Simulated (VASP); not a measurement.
# Cd (P6_3/mmc) in VASP: settings compared, part 2 of 2

VASP 6.6.1.

### 4 Single point, RPBE

INCAR

```
PREC = Accurate
ENCUT = 520
EDIFF = 1E-7
ISMEAR = -1
SIGMA = 0.1
LREAL = False
LASPH = True
NELM = 60
ALGO = Normal
ISIF = 2
LWAVE = False
LCHARG = True
GGA = RP
LELF = True
LVHAR = True
NBANDS = 19
```

KPOINTS

```
Automatic mesh
0
Gamma
  7 7 3
```

POSCAR

```
Cd
1.0
    1.4743740000      2.5536910000      0.0000000000
   -1.4743740000      2.5536910000      0.0000000000
    0.0000000000      0.0000000000      5.5609770000
Cd
2
Direct
    0.3333300000      0.3333400000      0.2500000000
    0.6666600000      0.6666700000      0.7500000000
```

Potentials or basis: VASP PAW PBE potentials, release 64 (Cd).

Run with:

```console
$ cat potpaw_PBE.64/Cd/POTCAR > POTCAR
$ mpirun -np 1 vasp_std > vasp.out
```

OUTCAR:

```text
PREC = Accurate
   ENCUT = 520
   EDIFF = 1E-7
   ISMEAR = -1
   LREAL = False
   LASPH = True
   NELM = 60
   ISIF = 2
   GGA = RP

 ion  position               nearest neighbor table
   1  0.333  0.333  0.250-   2 3.26   2 3.26   2 3.26   2 3.26   2 3.26   2 3.26
   2  0.667  0.667  0.750-   1 3.26   1 3.26   1 3.26   1 3.26   1 3.26   1 3.26

  LATTYP: Found a hexagonal cell.
 ALAT       =     2.9487482794
 C/A-ratio  =     1.8858771496

  Lattice vectors:

 A1 = (   1.4743740000,  -2.5536910000,   0.0000000000)
 A2 = (   1.4743740000,   2.5536910000,   0.0000000000)
 A3 = (   0.0000000000,   0.0000000000,   5.5609770000)

Analysis of symmetry for initial positions (statically):
=====================================================================
 Subroutine PRICEL returns:
 Original cell was already a primitive cell.

 Routine SETGRP: Setting up the symmetry group for a
 hexagonal supercell.

 Subroutine GETGRP returns: Found  8 space group operations
 (whereof  2 operations were pure point group operations)
 out of a pool of 24 trial point group operations.

[... 155 lines left out ...]

 Free energy of the ion-electron system (eV)
  ---------------------------------------------------
  ext. energy  EPLUGINS =         0.00000000
  ---------------------------------------------------
  free energy    TOTEN  =        -0.63128091 eV

  energy without entropy =       -0.61290602  energy(sigma->0) =       -0.62209347

 E-fermi :   3.3354     XC(G=0): -11.0736

 val. band max:        3.1877827372   @ k =  -0.1429   0.2857   0.0000
 cond. band min:       3.5020010563   @ k =  -0.2857   0.2857   0.3333
 fundamental gap:      0.3142183191
 Fermi energy:         3.3353726434

 k-point     1 :       0.0000    0.0000    0.0000
  band No.  band energies     occupation
      1      -6.7132      2.00000
      2      -6.4305      2.00000
      3      -6.0386      2.00000
      4      -6.0386      2.00000
      5      -5.9841      2.00000
      6      -5.9841      2.00000
[... 505 lines left out ...]
      6      -5.8680      2.00000
[... 11 lines left out ...]
     18      13.5494      0.00000
     19      19.6252      0.00000

 [... further k-points ...]
[... 5 lines left out ...]
  --------------------------------------------------------------------------------------
  -------------------------------------------------------------------------------------
  Total        2.2694858      2.2694907      1.8219021      0.0000000      0.0000000      0.0000000
  in kB       86.8322305     86.8324167     69.7073407      0.0000000      0.0000000      0.0000000
  external PRESSURE =      81.1239960 kB  Pullay stress =       0.0000000 kB

 VOLUME and BASIS-vectors are now :
 -----------------------------------------------------------------------------
  energy-cutoff  :      520.00
  volume of cell :       41.88
      direct lattice vectors                 reciprocal lattice vectors
     1.474374000  2.553691000  0.000000000     0.339126979  0.195795028  0.000000000
    -1.474374000  2.553691000  0.000000000    -0.339126979  0.195795028  0.000000000
     0.000000000  0.000000000  5.560977000     0.000000000  0.000000000  0.179824516

 POSITION                                       TOTAL-FORCE (eV/Angst)
 -----------------------------------------------------------------------------------
     -0.00001      1.70247      1.39024         0.000000     -0.000008     -0.000000
     -0.00001      3.40491      4.17073         0.000000      0.000008      0.000000
 -----------------------------------------------------------------------------------
    total drift:                               -0.000000      0.000000     -0.000000

  FREE ENERGIE OF THE ION-ELECTRON SYSTEM (eV)
  ---------------------------------------------------
  free  energy   TOTEN  =        -0.6312809142 eV

  energy  without entropy=       -0.6129060243  energy(sigma->0) =       -0.62209347
```

OSZICAR:

```text
N       E                     dE             d eps       ncg     rms          rms(c)
DAV:   1     0.177033249314E+03    0.17703E+03   -0.13300E+04  1216   0.129E+03
DAV:   2     0.344081296361E+01   -0.17359E+03   -0.16771E+03  1276   0.334E+02
DAV:   3    -0.687941695590E+00   -0.41288E+01   -0.41205E+01  1375   0.588E+01
DAV:   4    -0.695312554425E+00   -0.73709E-02   -0.73705E-02  1379   0.237E+00
DAV:   5    -0.695333736161E+00   -0.21182E-04   -0.21182E-04  1309   0.124E-01    0.505E+00
DAV:   6    -0.628225246728E+00    0.67108E-01   -0.18500E-01  1345   0.525E+00    0.388E+00
DAV:   7    -0.630151255089E+00   -0.19260E-02   -0.34156E-02  1383   0.186E+00    0.143E+00
DAV:   8    -0.631148142260E+00   -0.99689E-03   -0.46721E-03  1308   0.831E-01    0.962E-02
DAV:   9    -0.631216932422E+00   -0.68790E-04   -0.31123E-05  1439   0.557E-02    0.377E-02
DAV:  10    -0.631281288075E+00   -0.64356E-04   -0.66056E-05  1299   0.757E-02    0.382E-03
DAV:  11    -0.631281103366E+00    0.18471E-06   -0.10438E-07  1099   0.357E-03    0.239E-03
DAV:  12    -0.631280870007E+00    0.23336E-06   -0.35173E-08   888   0.157E-03    0.458E-04
DAV:  13    -0.631280914167E+00   -0.44161E-07   -0.82667E-10   680   0.268E-04
   1 F= -.63128091E+00 E0= -.62209347E+00  d E =-.183749E-01
```

stdout:

```text
POSCAR found type information on POSCAR Cd
 POSCAR found :  1 types and       2 ions
 scaLAPACK will be used
 -----------------------------------------------------------------------------
|                                                                             |
|                                                                             |
|     You enforced a specific xc type in the INCAR file but a different       |
|     I HOPE YOU KNOW WHAT YOU ARE DOING!                                     |
|                                                                             |
 -----------------------------------------------------------------------------

 LDA part: xc-table for (Slater+PW92), standard interpolation
 POSCAR, INCAR and KPOINTS ok, starting setup
 FFT: planning ... GRIDC
 FFT: planning ... GRID_SOFT
 FFT: planning ... GRID
 WAVECAR not read
 entering main loop
```

Run time: 9 s. Hardware: 1 thread of Intel Xeon 6975P-C (Granite Rapids), shared host; peak memory 0.16 GiB.

Results:

| Item | Value |
| --- | --- |
| Free energy | -0.6313 eV |
| Pressure | 8.1 GPa |
| Band gap on the k mesh | zero (band 12 reaches 4.71 eV, above the bottom of band 13 at 0.36 eV) |

Stress tensor (GPa, compression positive):
```
8.68 0.00 0.00
0.00 8.68 0.00
0.00 0.00 6.97
```

Levels at points of the mesh, in eV from the Fermi level:
```csv
k point,band 8,band 9,band 10,band 11,band 12,band 13,band 14,band 15,band 16,band 17
"(0.00, 0.00, 0.00)",-8.82,-8.82,-8.55,-8.55,-3.17,-2.98,10.78,14.55,15.18,15.29
```

Caveat: the k points lie up to 0.38 Å⁻¹ apart; the PAW data sets were made with another functional, which shifts forces and pressure a little.

### 5 Single point, RPBE

INCAR

```
PREC = Accurate
ENCUT = 540
EDIFF = 1E-6
ISMEAR = -1
SIGMA = 0.1
LREAL = False
LASPH = True
NELM = 120
ALGO = Normal
ISIF = 2
LWAVE = False
LCHARG = True
GGA = RP
LELF = True
LVHAR = True
NBANDS = 27
GGA_COMPAT = False
```

KPOINTS is that of step 4.

POSCAR is that of step 4.

Potentials or basis: VASP PAW PBE potentials, release 64 (Cd_sv_GW).

Run with:

```console
$ cat potpaw_PBE.64/Cd_sv_GW/POTCAR > POTCAR
$ mpirun -np 1 vasp_std > vasp.out
```

Run time: 14 s. Hardware: 1 thread of Intel Xeon 6975P-C (Granite Rapids), shared host; peak memory 0.18 GiB.

It converged, with:

- Free energy: -0.7175 eV
- Pressure: 5.3 GPa
- Band gap on the k mesh: zero (band 20 reaches 8.35 eV, above the bottom of band 21 at 4.02 eV)

Stress tensor (GPa, compression positive):
```
5.79 0.00 0.00
0.00 5.79 0.00
0.00 0.00 4.38
```

Levels at points of the mesh, in eV from the Fermi level:
```
           k point  band 16  band 17  band 18  band 19  band 20  band 21  band 22  band 23  band 24  band 25
(0.00, 0.00, 0.00)    -8.81    -8.81    -8.55    -8.55    -3.17    -2.97    10.53    13.78    15.01    15.09
```

Caveat: the k points lie up to 0.38 Å⁻¹ apart; the PAW data sets were made with another functional, which shifts forces and pressure a little.

### 6 The runs side by side

```tsv
level	potentials or basis	cutoff (eV)	second run	gap on the mesh (eV)	pressure (GPa)
PBE	VASP PAW PBE potentials, release 64 (Cd)	520	-	none	5.3
RPBE	VASP PAW PBE potentials, release 64 (Cd)	520	-	none	8.1
RPBE	VASP PAW PBE potentials, release 64 (Cd_sv_GW)	540	valence_matched	none	5.3
```

Alike in all rows: task single point; no spin polarisation; cell as given; k mesh 7 × 7 × 3; smearing fermi-dirac 0.1 eV.

Caveats: all runs use coarse meshes; the PAW data sets were made with another functional, which shifts forces and pressure a little (some runs).

Total energies depend on the potentials used, so only differences within one code and one set of settings carry meaning.
